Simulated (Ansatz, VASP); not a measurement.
# In3SbAs2: VASP beside Ansatz

```xyz
6
Lattice="-2.2572 6.7708 3.1873 2.2572 -6.7708 3.1873 2.2572 6.7708 -3.1873" Properties=species:S:1:pos:R:3 pbc="T T T"
As    0.0000    4.4922    0.0046
As    0.0000    9.0495    0.0046
In    2.2572    4.4044    1.5253
In    0.0000    2.3664    4.7126
In    2.2572    0.0000    1.7343
Sb    0.0000    0.0000   -0.0131
```

Alike in both runs: task single point; functional r2SCAN; k mesh 6 × 6 × 6; occupations fermi-dirac, width 0.02 eV; no spin polarisation.

|  | VASP | Ansatz |
| --- | --- | --- |
| version | VASP 6.6.1 | Ansatz 0.2.0 |
| potentials or method | VASP PAW PBE potentials, release 64 (As, In_d, Sb) | plane waves, PAW |
| plane-wave cutoff (eV) | 520 | 500 |
| valence electrons in the cell | 54 | 84 |

```csv
,VASP,Ansatz,Ansatz less VASP
pressure (GPa),-2.7,-2.7,+0.01
rms of the force components (eV/Å),0.017,0.017,0.0000
```

VASP's potentials were made for PBE, not for r2SCAN. VASP's potentials hold 54 valence electrons a cell and Ansatz's 84, so a difference there can come from the potentials and not from the codes.

Neither program's run includes spin-orbit coupling.
